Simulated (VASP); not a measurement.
Write the native input for VASP 6.6.1 that does the following.

```yaml
Task: single point
Functional: PBE
Potentials_or_basis: VASP PAW PBE potentials, release 64 (Al, N)
Cutoff: 520 eV
k_mesh: 9 × 9 × 4
Occupations: gaussian, width 0.01 eV
Spin: no spin polarisation
Dipole_correction: no
Further_INCAR_settings: ALGO = Normal; EDIFF = 1e-06; NBANDS = 16
```

The structure of AlN lies in POSCAR:

```
AlN
1.0
    3.1915853648      0.0000000000      0.0000000000
   -1.5957926824      2.7639940043      0.0000000000
    0.0000000000      0.0000000000      5.1163350368
Al N
2 2
Direct
    0.3333333333      0.6666666667     -0.0032711565
    0.6666666667      0.3333333333      0.4967288435
    0.3333333333      0.6666666667      0.3782711565
    0.6666666667      0.3333333333      0.8782711565
```

This cell differs from its parent crystal: volume changed by +6%.

The input as run:

INCAR

```
SYSTEM = AlN
PREC = Accurate
ENCUT = 520
EDIFF = 1E-6
ISMEAR = 0
SIGMA = 0.01
LREAL = .FALSE.
LASPH = .TRUE.
NELM = 60
ALGO = Normal
ISIF = 2
LWAVE = .FALSE.
LCHARG = .TRUE.
GGA = PE
LELF = .TRUE.
LVHAR = .TRUE.
NBANDS = 16
```

KPOINTS

```
regular mesh
0
G
  9 9 4
  0 0 0
```

Potentials or basis: VASP PAW PBE potentials, release 64 (Al, N).

Command:

```bash
$ cat potpaw_PBE.64/Al/POTCAR potpaw_PBE.64/N/POTCAR > POTCAR
$ mpirun -np 1 vasp_std > vasp.out
```

It gave:

The pressure is -10.3 GPa and the largest force is 0.020 eV/Å. The band gap on the k mesh is 3.54 eV, direct.

It took 14 s on 1 thread of AMD EPYC 9R45 96-Core Processor (Zen 5), on a shared host, peak memory 0.13 GiB.
